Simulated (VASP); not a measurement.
A run of VASP 6.6.1 is set up as follows.

INCAR

```
SYSTEM = MgO
  ALGO = Normal
  EDIFF = 1E-7
  ENCUT = 520
  GGA = CA
  ISIF = 2
  ISMEAR = 0
  LASPH = .True.
  LCHARG = .True.
  LELF = .True.
  LREAL = .False.
  LVHAR = .True.
  LWAVE = .False.
  NBANDS = 36
  NELM = 100
  PREC = Accurate
  SIGMA = 0.05
```

Contents of KPOINTS:

```
k-points
0
Gamma
  9 9 2
  0 0 0
```

File POSCAR:

```
MgO
1.0
    2.0806186598     -2.0806186598      0.0000000000
    2.0806186598      0.0000000000     -2.0806186598
    8.5825519716      8.3224746391      8.0623973066
Mg O
6 6
Direct
    1.0000000000     -0.0468750000      0.3750000000
    0.3333333333      0.3072916667      0.2083333333
    0.6666666667      0.5989583333      0.5416666667
    1.0000000000      0.8906250000      0.8750000000
    0.3333333333      0.2447916667      0.7083333333
    0.6666666667      0.6614583333      0.0416666667
    0.6666666667      0.6302083333      0.2916666667
    0.0000000000     -0.0156250000      0.1250000000
    0.3333333333      0.2760416667      0.4583333333
    0.6666666667      0.5677083333      0.7916666667
    1.0000000000      0.9218750000      0.6250000000
    0.3333333333      0.2135416667      0.9583333333
```

Potentials or basis: VASP PAW LDA potentials, release 64 (Mg, O).

The run is started by

```console
$ cat potpaw_LDA.64/Mg/POTCAR potpaw_LDA.64/O/POTCAR > POTCAR
$ mpirun -np 1 vasp_std > vasp.out
```

**Question.** What does it give for the largest force?

**Answer.** 1.958 eV/Å.

**Question.** What does it give for the pressure?

**Answer.** -0.6 GPa.

**Question.** What does it give for the band gap on the k mesh?

**Answer.** 4.90 eV, direct.

Stress tensor (GPa, compression positive):
```
-2.86 -1.21  0.75
-1.21 -1.71  1.78
 0.75  1.78  2.80
```

Caveat: forces of over 1 eV/Å act on the atoms, so gaps and moduli don't describe the material at rest. A k mesh can miss the band edges.
